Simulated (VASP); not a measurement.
# Be5ZnTe6 (P-4m2) in VASP: settings compared

Be5ZnTe6 is run at these levels: PBE, LDA, r2SCAN; tasks: single point.

Program: VASP 6.6.1. These are calculated values, not measurements. Logs are shortened: lines on timing, memory, paths and dates and some standing lists are left out, and cuts for length are marked.

## 1. The cell of the first run

It takes space group P-4m2 (No. 115, tetragonal). The conventional cell has a = 4.057 Å, b = 4.057 Å, c = 17.324 Å, α = 90.00°, β = 90.00°, γ = 90.00°. Be (site symmetry 2mm) has 4 Te at 2.46 to 2.47 Å within 3.2 Å. Within 3.3 Å of Be (site symmetry 2mm) lie 4 Te at 2.47 Å. Be (site symmetry -4m2) has 4 Te at 2.47 Å within 3.3 Å. Zn (site symmetry -4m2) has 4 Te at 2.63 Å within 3.5 Å. Within 3.2 Å of Te (site symmetry 2mm) lie 2 Be at 2.46 Å and 2 Zn at 2.63 Å. Te (site symmetry 2mm) has 4 Be at 2.47 Å within 3.3 Å. Te (site symmetry 2mm) has 4 Be at 2.47 Å within 3.3 Å.

## 2. Single point, PBE

The input, INCAR:

```
SYSTEM = Be5ZnTe6
  ALGO = Normal
  EDIFF = 1E-7
  ENCUT = 520
  GGA = PE
  ISIF = 2
  ISMEAR = 0
  LASPH = .TRUE.
  LCHARG = .FALSE.
  LREAL = .FALSE.
  LWAVE = .FALSE.
  NBANDS = 41
  NELM = 60
  PREC = Accurate
  SIGMA = 0.1
```

The input, KPOINTS:

```
k-points
0
G
  4 4 1
  0 0 0
```

The input, POSCAR:

```
Be5ZnTe6
1.0
    4.0571113000      0.0000000000      0.0000000000
    0.0000000000      4.0571113000      0.0000000000
    0.0000000000      0.0000000000     17.3244513000
Be Zn Te
5 1 6
Direct
    0.0000000000      0.0000000000      0.8237560000
    0.0000000000      0.0000000000      0.1762440000
    0.5000000000      0.5000000000      0.3382530000
    0.0000000000      0.0000000000      0.5000000000
    0.5000000000      0.5000000000      0.6617470000
    0.5000000000      0.5000000000      0.0000000000
    0.5000000000      0.0000000000      0.0963530000
    0.0000000000      0.5000000000      0.2573350000
    0.5000000000      0.0000000000      0.4191360000
    0.0000000000      0.5000000000      0.5808640000
    0.5000000000      0.0000000000      0.7426650000
    0.0000000000      0.5000000000      0.9036470000
```

Potentials or basis: VASP PAW PBE potentials, release 64 (Be, Zn, Te).

Run with:

```console
> cat potpaw_PBE.64/Be/POTCAR potpaw_PBE.64/Zn/POTCAR potpaw_PBE.64/Te/POTCAR > POTCAR
> mpirun -np 1 vasp_std > vasp.out
```

OUTCAR:

```text
SYSTEM = Be5ZnTe6
   EDIFF = 1E-7
   ENCUT = 520
   GGA = PE
   ISIF = 2
   ISMEAR = 0
   LASPH = .TRUE.
   LREAL = .FALSE.
   NELM = 60
   PREC = Accurate

 ion  position               nearest neighbor table
   1  0.000  0.000  0.824-  12 2.46  12 2.46  11 2.47  11 2.47
   2  0.000  0.000  0.176-   7 2.46   7 2.46   8 2.47   8 2.47
   3  0.500  0.500  0.338-   9 2.47   9 2.47   8 2.47   8 2.47
   4  0.000  0.000  0.500-   9 2.47  10 2.47  10 2.47   9 2.47
   5  0.500  0.500  0.662-  10 2.47  10 2.47  11 2.47  11 2.47
   6  0.500  0.500  0.000-   7 2.63  12 2.63   7 2.63  12 2.63
   7  0.500  0.000  0.096-   2 2.46   2 2.46   6 2.63   6 2.63
   8  0.000  0.500  0.257-   3 2.47   3 2.47   2 2.47   2 2.47
   9  0.500  0.000  0.419-   4 2.47   4 2.47   3 2.47   3 2.47
  10  0.000  0.500  0.581-   4 2.47   4 2.47   5 2.47   5 2.47
  11  0.500  0.000  0.743-   5 2.47   5 2.47   1 2.47   1 2.47
  12  0.000  0.500  0.904-   1 2.46   1 2.46   6 2.63   6 2.63

  LATTYP: Found a simple tetragonal cell.
 ALAT       =     4.0571113000
 C/A-ratio  =     4.2701444498

  Lattice vectors:

 A1 = (   4.0571113000,   0.0000000000,   0.0000000000)
 A2 = (   0.0000000000,   4.0571113000,   0.0000000000)
 A3 = (   0.0000000000,   0.0000000000,  17.3244513000)

Analysis of symmetry for initial positions (statically):
=====================================================================
 Subroutine PRICEL returns:
 Original cell was already a primitive cell.

 Routine SETGRP: Setting up the symmetry group for a
 simple tetragonal supercell.

 Subroutine GETGRP returns: Found  8 space group operations
 (whereof  8 operations were pure point group operations)
 out of a pool of 16 trial point group operations.

The static configuration has the point symmetry D_2d.

Analysis of symmetry for dynamics (positions and initial velocities):
=====================================================================
 Subroutine PRICEL returns:
 Original cell was already a primitive cell.

 Routine SETGRP: Setting up the symmetry group for a
 simple tetragonal supercell.

 Subroutine GETGRP returns: Found  8 space group operations
 (whereof  8 operations were pure point group operations)
 out of a pool of 16 trial point group operations.

The dynamic configuration has the point symmetry D_2d.

 Subroutine INISYM returns: Found  8 space group operations
 (whereof  8 operations are pure point group operations),
 and found     1 'primitive' translations

----------------------------------------------------------------------------------------

                                     Primitive cell

  volume of cell :     285.1631

  direct lattice vectors                    reciprocal lattice vectors
     4.057111300  0.000000000  0.000000000     0.246480790  0.000000000  0.000000000
     0.000000000  4.057111300  0.000000000     0.000000000  0.246480790  0.000000000
     0.000000000  0.000000000 17.324451300     0.000000000  0.000000000  0.057721886

  length of vectors
     4.057111300  4.057111300 17.324451300     0.246480790  0.246480790  0.057721886

  position of ions in fractional coordinates (direct lattice)
     0.000000000  0.000000000  0.823756000
     0.000000000  0.000000000  0.176244000
     0.500000000  0.500000000  0.338253000
     0.000000000  0.000000000  0.500000000
     0.500000000  0.500000000  0.661747000
     0.500000000  0.500000000  0.000000000
     0.500000000  0.000000000  0.096353000
     0.000000000  0.500000000  0.257335000
     0.500000000  0.000000000  0.419136000
     0.000000000  0.500000000  0.580864000
     0.500000000  0.000000000  0.742665000
     0.000000000  0.500000000  0.903647000

  ion indices of the primitive-cell ions
   primitive index   ion index
                 1           1
                 2           2
                 3           3
                 4           4
                 5           5
                 6           6
                 7           7
                 8           8
                 9           9
                10          10
                11          11
                12          12

----------------------------------------------------------------------------------------

 KPOINTS: k-points

Automatic generation of k-mesh.
 Grid dimensions read from file:
 generate k-points for:    4    4    1

 Generating k-lattice:

  Cartesian coordinates                     Fractional coordinates (reciprocal lattice)
     0.061620198  0.000000000  0.000000000     0.250000000  0.000000000  0.000000000
     0.000000000  0.061620198  0.000000000     0.000000000  0.250000000  0.000000000
     0.000000000  0.000000000  0.057721886     0.000000000  0.000000000  1.000000000

  Length of vectors
     0.061620198  0.061620198  0.057721886

  Shift w.r.t. Gamma in fractional coordinates (k-lattice)
     0.000000000  0.000000000  0.000000000

 Subroutine IBZKPT returns following result:
 ===========================================

[... 37 lines left out ...]
   TEBEG  =    0.0;   TEEND  =   0.0 temperature during run
   PSTRESS=    0.0 pullay stress
   NELECT =      58.0000    total number of electrons
   NUPDOWN=      -1.0000    fix difference up-down
   EMIN   =  10.00;   EMAX   =-10.00  energy-range for DOS
   EFERMI =   0.00;   METHOD = LEGACY
   ISMEAR =     0;   SIGMA  =   0.10  broadening in eV -4-tet -1-fermi 0-gaus
   EFERMI_NEDOS =   21; number of points for ismear=-14 and -15
   IALGO  =     38    algorithm
   IMIX   =      4    mixing-type and parameters
     AMIX     =   0.40;   BMIX     =  1.00
     AMIX_MAG =   1.60;   BMIX_MAG =  1.00
  volume/ion in A,a.u.               =      23.76       160.36
  Fermi-wavevector in a.u.,A,eV,Ry     =   0.962764  1.819360 12.611430  0.926914
  Thomas-Fermi vector in A             =   2.092251
   LORBIT       =      0    0 simple, 1 ext, 2 COOP (PROOUT), +10 PAW based schemes
   GGA     = PE    functional components
   LHFCALC =     F    Hartree Fock is set to
   AEXX    =    0.0000 exact exchange contribution
   IVDW    =     0    specifies the selected vdW correction
   LEPSILON=     F    determine dielectric tensor
   LRPA    =     F    only Hartree local field effects (RPA)
 non-spin polarized calculation
 Gauss-broadening in eV      SIGMA  =   0.10
  energy-cutoff  :      520.00
  volume of cell :      285.16
 maximum number of plane-waves:      7721
   NGX = 15   NGY = 15   NGZ = 65

 number of electron      58.0000015 magnetization

 Free energy of the ion-electron system (eV)
  ---------------------------------------------------
  ext. energy  EPLUGINS =         0.00000000
  ---------------------------------------------------
  free energy    TOTEN  =       -43.00295871 eV

  energy without entropy =      -43.00295871  energy(sigma->0) =      -43.00295871

 E-fermi :   5.0592     XC(G=0):  -8.9650

 val. band max:        4.6061893093   @ k =   0.0000   0.0000   0.0000
 cond. band min:       6.5257416087   @ k =   0.0000   0.0000   0.0000
 fundamental gap:      1.9195522993
 Fermi energy:         5.0591751083

 k-point     1 :       0.0000    0.0000    0.0000
  band No.  band energies     occupation
      1      -7.5536      2.00000
      2      -7.2721      2.00000
      3      -7.1784      2.00000
      4      -6.4934      2.00000
      5      -6.3594      2.00000
      6      -5.8686      2.00000
[... 33 lines left out ...]
     40       8.2895      0.00000
     41       8.5491      0.00000

 k-point     2 :       0.2500    0.0000    0.0000
  band No.  band energies     occupation
      1      -7.1986      2.00000
      2      -6.9585      2.00000
      3      -6.8803      2.00000
      4      -6.3411      2.00000
      5      -6.2323      2.00000
      6      -5.8971      2.00000
[... 165 lines left out ...]
     40      10.1902      0.00000
     41      10.2693      0.00000

 k-point     6 :       0.5000    0.5000    0.0000
  band No.  band energies     occupation
      1      -5.9152      2.00000
      2      -5.9152      2.00000
      3      -5.8740      2.00000
      4      -5.8740      2.00000
      5      -5.8575      2.00000
      6      -5.8575      2.00000
[... 33 lines left out ...]
     40       8.9058      0.00000
     41       8.9098      0.00000

------------------------ aborting loop because EDIFF is reached ----------------------------------------

  FORCE on cell =-STRESS in cart. coord.  units (eV):
  Direction    XX          YY          ZZ          XY          YZ          ZX
  --------------------------------------------------------------------------------------
  -------------------------------------------------------------------------------------
  Total        0.8812530      0.8812530     -0.1799379      0.0000000      0.0000000      0.0000000
  in kB        4.9512842      4.9512842     -1.0109737      0.0000000      0.0000000      0.0000000
  external PRESSURE =       2.9638649 kB  Pullay stress =       0.0000000 kB

 VOLUME and BASIS-vectors are now :
 -----------------------------------------------------------------------------
  energy-cutoff  :      520.00
  volume of cell :      285.16
      direct lattice vectors                 reciprocal lattice vectors
     4.057111300  0.000000000  0.000000000     0.246480790  0.000000000  0.000000000
     0.000000000  4.057111300  0.000000000     0.000000000  0.246480790  0.000000000
     0.000000000  0.000000000 17.324451300     0.000000000  0.000000000  0.057721886

 POSITION                                       TOTAL-FORCE (eV/Angst)
 -----------------------------------------------------------------------------------
      0.00000      0.00000     14.27112         0.000000     -0.000000      0.005909
      0.00000      0.00000      3.05333         0.000000     -0.000000     -0.005909
      2.02856      2.02856      5.86005         0.000000      0.000000     -0.001642
      0.00000      0.00000      8.66223        -0.000000     -0.000000      0.000000
      2.02856      2.02856     11.46440         0.000000     -0.000000      0.001642
      2.02856      2.02856      0.00000         0.000000      0.000000      0.000000
      2.02856      0.00000      1.66926         0.000000     -0.000000      0.022724
      0.00000      2.02856      4.45819         0.000000     -0.000000      0.004026
      2.02856      0.00000      7.26130         0.000000     -0.000000     -0.000100
      0.00000      2.02856     10.06315         0.000000     -0.000000      0.000100
      2.02856      0.00000     12.86626         0.000000     -0.000000     -0.004026
      0.00000      2.02856     15.65519        -0.000000     -0.000000     -0.022724
 -----------------------------------------------------------------------------------
    total drift:                                0.000000      0.000000     -0.000000

  FREE ENERGIE OF THE ION-ELECTRON SYSTEM (eV)
  ---------------------------------------------------
  free  energy   TOTEN  =       -43.0029587087 eV

  energy  without entropy=      -43.0029587087  energy(sigma->0) =      -43.00295871
```

It took 68 s on 1 thread of Intel Xeon Platinum 8488C (Sapphire Rapids), shared host; peak memory 0.37 GiB.

What came out:

| Item | Value |
| --- | --- |
| Free energy | -43.0030 eV |
| Pressure | 0.3 GPa |
| Largest force | 0.023 eV/Å |
| Band gap on the k mesh | 1.92 eV, direct |

Forces on the atoms (eV/Å):
```
Be   0.000  0.000  0.006
Be   0.000  0.000 -0.006
Be   0.000  0.000 -0.002
Be   0.000  0.000  0.000
Be   0.000  0.000  0.002
Zn   0.000  0.000  0.000
Te   0.000  0.000  0.023
Te   0.000  0.000  0.004
Te   0.000  0.000  0.000
Te   0.000  0.000  0.000
Te   0.000  0.000 -0.004
Te   0.000  0.000 -0.023
```

Caveat: spin-orbit coupling is left out, which moves the levels of the heavy elements. A k mesh can miss the band edges.

## 3. Single point, PBE

The input, INCAR:

```
PREC = Accurate
ENCUT = 520
EDIFF = 1E-7
ISMEAR = 0
SIGMA = 0.02
LREAL = False
LASPH = True
NELM = 100
ALGO = Normal
ISIF = 2
LWAVE = False
LCHARG = True
GGA = PE
LELF = True
LVHAR = True
NBANDS = 41
```

The input, KPOINTS:

```
Automatic mesh
0
Gamma
  8 8 2
```

POSCAR is that of step 2.

Potentials or basis: VASP PAW PBE potentials, release 64 (Be, Zn, Te).

Run with:

```console
> cat potpaw_PBE.64/Be/POTCAR potpaw_PBE.64/Zn/POTCAR potpaw_PBE.64/Te/POTCAR > POTCAR
> mpirun -np 1 vasp_std > vasp.out
```

Wall time 4.7 min (1 thread of Intel Xeon Platinum 8488C (Sapphire Rapids), shared host); peak memory 0.53 GiB.

Results (log left out):

```
Free energy            : -43.1592 eV
Pressure               : 0.2 GPa
Largest force          : 0.008 eV/Å
Band gap on the k mesh : 1.92 eV, indirect (least direct gap 1.92 eV)
```

Forces on the atoms (eV/Å):
```
Be   0.000  0.000  0.002
Be   0.000  0.000 -0.002
Be   0.000  0.000  0.001
Be   0.000  0.000  0.000
Be   0.000  0.000 -0.001
Zn   0.000  0.000  0.000
Te   0.000  0.000 -0.008
Te   0.000  0.000  0.004
Te   0.000  0.000 -0.002
Te   0.000  0.000  0.002
Te   0.000  0.000 -0.004
Te   0.000  0.000  0.008
```

Levels at points of the mesh, in eV from the valence-band top:
```csv
k point,band 26,band 27,band 28,band 29,band 30,band 31,band 32,band 33
"(0.00, 0.00, 0.00)",-0.81,-0.12,0.00,0.00,1.92,2.12,2.36,2.55
"(0.50, 0.00, 0.00)",-1.30,-1.29,-1.27,-0.46,2.63,3.11,3.16,3.20
"(0.50, 0.50, 0.00)",-2.63,-2.52,-2.52,-2.48,2.02,2.02,2.10,2.76
"(0.00, 0.00, 0.50)",-0.46,-0.46,-0.17,-0.17,1.92,2.10,2.45,2.65
"(0.50, 0.00, 0.50)",-1.27,-1.14,-1.12,-0.46,2.41,2.80,3.47,3.47
"(0.50, 0.50, 0.50)",-2.73,-2.67,-2.60,-2.60,2.29,2.44,2.44,2.52
```

Caveat: spin-orbit coupling is left out, which moves the levels of the heavy elements.

## 4. Single point, LDA

The input, INCAR:

```
PREC     = Accurate       # precision mode
ENCUT    = 520            # plane-wave cutoff, eV
EDIFF    = 1E-6           # SCF threshold, eV
ISMEAR   = 0              # smearing method
SIGMA    = 0.02           # smearing width, eV
LREAL    = F              # projectors in reciprocal space
LASPH    = T              # aspherical terms in the spheres
NELM     = 100            # most SCF steps
ALGO     = Normal         # electronic algorithm
ISIF     = 2              # what is computed and relaxed
LWAVE    = F              # write WAVECAR
LCHARG   = T              # write CHGCAR
GGA      = CA             # functional
LELF     = T              # ELF
LVHAR    = T            
NBANDS   = 41             # bands
```

KPOINTS is that of step 3.

POSCAR is that of step 3.

Potentials or basis: VASP PAW LDA potentials, release 64 (Be, Zn, Te).

Run with:

```console
> cat potpaw_LDA.64/Be/POTCAR potpaw_LDA.64/Zn/POTCAR potpaw_LDA.64/Te/POTCAR > POTCAR
> mpirun -np 1 vasp_std > vasp.out
```

Run time: 4.4 min. Hardware: 1 thread of Intel Xeon Platinum 8488C (Sapphire Rapids), shared host; peak memory 0.47 GiB.

It converged, with:

```
Free energy            : -49.8069 eV
Pressure               : -3.3 GPa
Largest force          : 0.192 eV/Å
Band gap on the k mesh : 1.82 eV, indirect (the least direct gap lies 3.6 meV higher)
```

Forces on the atoms (eV/Å):
```
Be   0.000  0.000  0.008
Be   0.000  0.000 -0.008
Be   0.000  0.000  0.001
Be   0.000  0.000  0.000
Be   0.000  0.000 -0.001
Zn   0.000  0.000  0.000
Te   0.000  0.000 -0.192
Te   0.000  0.000  0.002
Te   0.000  0.000 -0.002
Te   0.000  0.000  0.002
Te   0.000  0.000 -0.002
Te   0.000  0.000  0.192
```

Stress tensor (GPa, compression positive):
```
-3.23  0.00  0.00
 0.00 -3.23  0.00
 0.00  0.00 -3.35
```

Levels at points of the mesh, in eV from the valence-band top:
```csv
k point,band 25,band 26,band 27,band 28,band 29,band 30,band 31,band 32,band 33,band 34
"(0.00, 0.00, 0.00)",-0.82,-0.82,-0.12,0.00,0.00,1.82,2.04,2.29,2.50,2.80
"(0.50, 0.00, 0.00)",-1.33,-1.30,-1.29,-1.27,-0.46,2.54,3.07,3.13,3.17,3.48
"(0.50, 0.50, 0.00)",-2.91,-2.63,-2.53,-2.53,-2.48,1.91,1.91,2.04,2.73,3.51
"(0.00, 0.00, 0.50)",-0.69,-0.46,-0.46,-0.17,-0.17,1.82,2.02,2.40,2.61,2.73
"(0.50, 0.00, 0.50)",-1.29,-1.26,-1.14,-1.12,-0.46,2.33,2.76,3.42,3.43,3.47
"(0.50, 0.50, 0.50)",-2.77,-2.74,-2.67,-2.61,-2.61,2.21,2.34,2.34,2.41,2.41
```

Caveat: spin-orbit coupling is left out, which moves the levels of the heavy elements.

## 5. Single point, r2SCAN

POSCAR is that of step 4.

The input, INCAR.step1:

```
SYSTEM = Be5ZnTe6
PREC = Accurate
ENCUT = 520
ISMEAR = 0
SIGMA = 0.02
LREAL = .False.
LASPH = .True.
NELM = 80
NBANDS = 41
GGA = PE
ALGO = Normal
EDIFF = 1E-4
LWAVE = .True.
LCHARG = .False.
```

The input, INCAR.step2:

```
SYSTEM = Be5ZnTe6
PREC = Accurate
ENCUT = 520
EDIFF = 1E-6
ISMEAR = 0
SIGMA = 0.02
LREAL = .False.
LASPH = .True.
NELM = 80
ALGO = Normal
ISIF = 2
LWAVE = .False.
LCHARG = .False.
METAGGA = R2SCAN
LMIXTAU = .True.
NBANDS = 41
ISTART = 1
```

The input, KPOINTS:

```
Automatic mesh
0
Gamma
  8 8 2
  0 0 0
```

Potentials or basis: VASP PAW PBE potentials, release 64 (Be, Zn, Te).

Run with:

```console
> cat potpaw_PBE.64/Be/POTCAR potpaw_PBE.64/Zn/POTCAR potpaw_PBE.64/Te/POTCAR > POTCAR
> cp INCAR.step1 INCAR
> mpirun -np 1 vasp_std > vasp.out
> cp INCAR.step2 INCAR
> mpirun -np 1 vasp_std > vasp.out
```

Wall time 13 min (1 thread of AMD EPYC 9R45 (Zen 5), shared host); peak memory 0.55 GiB.

It converged, with:

| Item | Value |
| --- | --- |
| Free energy | -188.7471 eV |
| Pressure | -0.3 GPa |
| Largest force | 0.188 eV/Å |
| Band gap on the k mesh | 2.27 eV, indirect (least direct gap 2.28 eV) |

Forces on the atoms (eV/Å):
```
Be   0.000  0.000  0.005
Be   0.000  0.000 -0.005
Be   0.000  0.000  0.000
Be   0.000  0.000  0.000
Be   0.000  0.000  0.000
Zn   0.000  0.000  0.000
Te   0.000  0.000 -0.188
Te   0.000  0.000  0.004
Te   0.000  0.000 -0.002
Te   0.000  0.000  0.002
Te   0.000  0.000 -0.004
Te   0.000  0.000  0.188
```

Stress tensor (GPa, compression positive):
```
-0.28  0.00  0.00
 0.00 -0.28  0.00
 0.00  0.00 -0.37
```

Levels at points of the mesh, in eV from the valence-band top:
```tsv
k point	band 27	band 28	band 29	band 30	band 31	band 32
(0.00, 0.00, 0.00)	-0.12	0.00	0.00	2.28	2.48	2.71
(0.50, 0.00, 0.00)	-1.33	-1.31	-0.48	3.09	3.56	3.63
(0.50, 0.50, 0.00)	-2.61	-2.61	-2.57	2.37	2.37	2.43
(0.00, 0.00, 0.50)	-0.47	-0.18	-0.18	2.27	2.45	2.82
(0.50, 0.00, 0.50)	-1.17	-1.16	-0.48	2.86	3.25	3.93
(0.50, 0.50, 0.50)	-2.76	-2.69	-2.69	2.62	2.81	2.81
```

Caveat: the PAW data sets were made with another functional, which shifts forces and pressure a little; spin-orbit coupling is left out, which moves the levels of the heavy elements. A k mesh can miss the band edges.

## 6. Overview

| level | potentials or basis | k mesh | smearing | gap on the mesh (eV) | pressure (GPa) | largest force (eV/Å) |
| --- | --- | --- | --- | --- | --- | --- |
| PBE | VASP PAW PBE potentials, release 64 (Be, Zn, Te) | 4 × 4 × 1 | gaussian 0.1 eV | 1.92 | 0.3 | 0.02 |
| PBE | VASP PAW PBE potentials, release 64 (Be, Zn, Te) | 8 × 8 × 2 | gaussian 0.02 eV | 1.92 | 0.2 | 0.01 |
| LDA | VASP PAW LDA potentials, release 64 (Be, Zn, Te) | 8 × 8 × 2 | gaussian 0.02 eV | 1.82 | -3.3 | 0.19 |
| r2SCAN | VASP PAW PBE potentials, release 64 (Be, Zn, Te) | 8 × 8 × 2 | gaussian 0.02 eV | 2.27 | -0.3 | 0.19 |

Alike in all rows: task single point; no spin polarisation; cell as given; cutoff (eV) 520.

Caveats: spin-orbit coupling is left out, which moves the levels of the heavy elements; the PAW data sets were made with another functional, which shifts forces and pressure a little (some runs).

Absolute energies hang on the potentials; compare differences alone.
